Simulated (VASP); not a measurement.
# MnO2: single point with RPBE+D4

Crystal: MnO2.

```
CELL_PARAMETERS angstrom
2.87298 0.00000 0.00000
-1.43649 2.48808 0.00000
0.00000 0.00000 4.45443
ATOMIC_POSITIONS crystal
Mn 0.00000 0.00000 0.50000
O 0.33333 0.66667 0.71518
O 0.66667 0.33333 0.28482
```

```
Program             : VASP 6.6.1
Task                : single point
Functional          : RPBE
Dispersion          : D4
Potentials or basis : VASP PAW PBE potentials, release 64 (Mn_pv, O)
Cutoff              : 520 eV
k mesh              : 11 × 11 × 6
Occupations         : fermi-dirac, width 0.05 eV
Spin                : collinear spin, ferromagnetic start
Starting moments    : [4.0, 0.0, 0.0] μB
```

| Item | Value |
| --- | --- |
| Pressure | 1.0 GPa |
| Largest force | 0.090 eV/Å |
| Band gap on the k mesh | 0.96 eV, indirect (least direct gap 1.04 eV) |
| Net moment | 3.00 μB per cell |
| Site moments | Mn +2.87; O +0.03 μB |
| Valence electrons inside the program's atomic spheres | Mn 11.69; O 5.00 |
| Dispersion energy per atom | -0.400 eV |

Forces on the atoms (eV/Å):
```
Mn   0.000  0.000  0.000
O    0.000  0.000  0.090
O    0.000  0.000 -0.090
```

Stress tensor (GPa, compression positive):
```
1.24 0.00 0.00
0.00 1.24 0.00
0.00 0.00 0.64
```

Levels at points of the mesh, in eV from the valence-band top:
Spin up:
```csv
k point,band 10,band 11,band 12,band 13,band 14,band 15,band 16,band 17,band 18,band 19
"(0.00, 0.00, 0.00)",-2.41,-1.30,-1.30,-0.89,-0.44,2.81,2.81,7.39,10.53,15.79
"(0.00, 0.00, 0.50)",-2.42,-2.40,-1.37,-1.37,-0.08,2.89,2.89,9.61,9.62,14.64
```
Spin down:
```csv
k point,band 8,band 9,band 10,band 11,band 12,band 13,band 14,band 15
"(0.00, 0.00, 0.00)",-4.87,-1.27,-1.27,-0.75,0.97,0.97,2.49,4.12
"(0.00, 0.00, 0.50)",-4.30,-2.29,-1.34,-1.34,0.96,0.96,2.62,4.19
```

Run time: 68 s on 1 thread of Intel(R) Xeon(R) Platinum 8488C (Sapphire Rapids), with other jobs on the host, peak memory 0.23 GiB.

Caveat: the PAW data sets were made with another functional, which shifts forces and pressure a little; a cell with one magnetic atom can't hold antiferromagnetic order, which such compounds often take. A k mesh can miss the band edges.
